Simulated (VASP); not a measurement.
Set up this calculation in VASP 6.6.1, as the native input.

| Item | Value |
| --- | --- |
| Task | single point |
| Functional | PBE |
| Potentials or basis | VASP PAW PBE potentials, release 64 (Ti_sv, O) |
| Cutoff | 520 eV |
| k mesh | 6 × 6 × 10 |
| Occupations | gaussian, width 0.05 eV |
| Spin | no spin polarisation |
| Dipole correction | no |
| Further INCAR settings | ALGO = Normal; EDIFF = 1e-06; NBANDS = 33 |

The structure of TiO2 lies in POSCAR:

```
TiO2
1.0
    4.6430645122      0.0116076613      0.0000000000
    0.0116076613      4.6430645122      0.0000000000
    0.0000000000      0.0000000000      2.9640243990
Ti O
2 4
Direct
    0.0000000000      0.0000000000      0.0000000000
    0.5000000000      0.5000000000      0.5000000000
    0.3051105247      0.3051105247      0.0000000000
    0.1948894753      0.8051105247      0.5000000000
    0.6948894753      0.6948894753      0.0000000000
    0.8051105247      0.1948894753      0.5000000000
```

This cell differs from its parent crystal: strain +0.0050 x Voigt [0, 0, 0, 0, 0, 1].

One way to write it, as run:

INCAR

```
PREC = Accurate
ENCUT = 520
EDIFF = 1E-6
ISMEAR = 0
SIGMA = 0.05
LREAL = F
LASPH = T
NELM = 60
ALGO = Normal
ISIF = 2
LWAVE = F
LCHARG = T
GGA = PE
LELF = T
LVHAR = T
NBANDS = 33
```

KPOINTS

```
regular mesh
0
Gamma
  6 6 10
```

Potentials or basis: VASP PAW PBE potentials, release 64 (Ti_sv, O).

The run is started by

```console
$ cat potpaw_PBE.64/Ti_sv/POTCAR potpaw_PBE.64/O/POTCAR > POTCAR
$ mpirun -np 1 vasp_std > vasp.out
```

It gave:

```
Pressure               : 0.7 GPa
Largest force          : 0.031 eV/Å
Band gap on the k mesh : 1.83 eV
```

Caveat: the cell differs from its parent crystal (strain +0.0050 x Voigt [0, 0, 0, 0, 0, 1]).

Wall time 4.8 min on 1 thread of Intel Xeon 8259CL (shared host), peak memory 0.26 GiB.
